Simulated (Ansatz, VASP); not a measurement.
**One calculation of Na, two programs**

Contents of INCAR:

```
PREC = Accurate
ENCUT = 520
EDIFF = 1E-8
ISMEAR = -1
SIGMA = 0.05
LREAL = False
LASPH = True
NELM = 80
ALGO = Normal
ISIF = 2
LWAVE = False
LCHARG = False
LEFG = True
NBANDS = 14
```

The input KPOINTS:

```
regular mesh
0
Gamma
  11 11 6
```

POSCAR

```
Na
1.0
    3.6901018488      0.0000000000      0.0000000000
   -1.8450509244      3.1957219436      0.0000000000
    0.0000000000      0.0000000000      6.0283729130
Na
2
Direct
    0.3333333333      0.6666666667      0.2500000000
    0.6666666667      0.3333333333      0.7500000000
```

Input for Ansatz:

```yaml
crystal:
  lattice:
    - [3.6901018488, 0.0, 0.0]
    - [-1.8450509244, 3.1957219436, 0.0]
    - [0.0, 0.0, 6.028372913]
  atoms:
    - { symbol: Na, position: [0.3333333333, 0.6666666667, 0.25] }
    - { symbol: Na, position: [0.6666666667, 0.3333333333, 0.75] }
kpoints:
  mp_grid: { grid: [11, 11, 6] }
scf:
  occupations: { method: fermi_dirac, width: 0.05 }
hamiltonian:
  xc: lda
  pseudopotentials: { kind: paw }
output:
  forces: true
  stress: true
  eigenvalues: true
  efg: { contact_densities: true }
```

Change from the starting cell: volume scaled by 0.94, PAW files.

Alike in both runs: task electric field gradients; functional LDA; k mesh 11 × 11 × 6; occupations fermi-dirac, width 0.05 eV; no spin polarisation.

|  | VASP | Ansatz |
| --- | --- | --- |
| version | VASP 6.6.1 | Ansatz 0.2.0 |
| potentials or method | VASP PAW LDA potentials, release 64 (Na_pv) | PAW with Ansatz's default frozen-core files, scalar-relativistic |
| plane-wave cutoff (eV) | 520 | 420 |
| valence electrons in the cell | 14 | 18 |

```csv
,VASP,Ansatz,Ansatz less VASP
pressure (GPa),-0.5,-0.5,+0.02
"traceless stress, the component that is largest in VASP (GPa)",0.20,0.20,-0.001
size of Vzz on the site where it differs most (V/Å²),0.6,0.5,-0.10
```

LDA's correlation is that of Perdew and Zunger in VASP and of Perdew and Wang (1992) in Ansatz. VASP's potentials hold 14 valence electrons a cell and Ansatz's 18, so a difference there can come from the potentials and not from the codes.
